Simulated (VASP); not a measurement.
La, 2 atoms in the cell. Symmetry: P6_3/mmc, No. 194, hexagonal system. The conventional cell has a = 3.813 Å, b = 3.813 Å, c = 6.048 Å, α = 90.00°, β = 90.00°, γ = 120.00°. La (site symmetry -6m2) has 12 La at 3.74 to 3.81 Å within 4.9 Å. 

| Property | Result |
| --- | --- |
| Program | VASP 6.6.1 |
| Task | single point |
| Functional | r2SCAN |
| Potentials or basis | VASP PAW PBE potentials, release 64 (La) |
| Cutoff | 520 eV |
| k mesh | 14 × 14 × 8 |
| Occupations | fermi-dirac, width 0.08 eV |
| Spin | no spin polarisation |
| Dipole correction | no |
| Further INCAR settings | ALGO = Normal; EDIFF = 1e-06; NBANDS = 18 |

Potentials or basis: VASP PAW PBE potentials, release 64 (La).

Command:

```bash
$ cat potpaw_PBE.64/La/POTCAR > POTCAR
$ cp INCAR.step1 INCAR
$ mpirun -np 1 vasp_std > vasp.out
$ cp INCAR.step2 INCAR
$ mpirun -np 1 vasp_std > vasp.out
```

Hardware: 1 thread of Intel(R) Xeon(R) Platinum 8488C (Sapphire Rapids), on a shared host.

**Question.** Estimate the wall time of this run.

**Answer.** It took 6.4 min on 1 thread of Intel(R) Xeon(R) Platinum 8488C (Sapphire Rapids) (shared host), peak memory 0.31 GiB. Counts: k points 120.
